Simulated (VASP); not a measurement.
HfB, 6 atoms in the cell. Symmetry: R-3m, No. 166, trigonal system. Conventional cell: a = 3.422 Å, b = 3.422 Å, c = 8.352 Å, α = 90.00°, β = 90.00°, γ = 120.00°. Within 3.2 Å of Hf (site symmetry -3m) lie 6 B at 2.42 Å. Within 3.2 Å of B (site symmetry -3m) lie 6 Hf at 2.42 Å. 

```yaml
Program: VASP 6.6.1
Task: single point
Functional: PBE
Potentials_or_basis: VASP PAW PBE potentials, release 64 (Hf_pv, B)
Cutoff: 520 eV
k_mesh: 12 × 12 × 4
Occupations: gaussian, width 0.1 eV
Spin: no spin polarisation
Dipole_correction: no
Further_INCAR_settings: ALGO = Normal; EDIFF = 1e-06; NBANDS = 28
```

Potentials or basis: VASP PAW PBE potentials, release 64 (Hf_pv, B).

Launch:

```sh
$ cat potpaw_PBE.64/Hf_pv/POTCAR potpaw_PBE.64/B/POTCAR > POTCAR
$ mpirun -np 1 vasp_std > vasp.out
```

Hardware: 1 thread of Intel(R) Xeon(R) Platinum 8488C (Sapphire Rapids) (shared host).

Q: How long does it take, and how much memory?

A: Run time: 3.7 min on 1 thread of Intel(R) Xeon(R) Platinum 8488C (Sapphire Rapids), on a shared host, peak memory 0.3 GiB. Counts: scf iterations 13, k points 69.
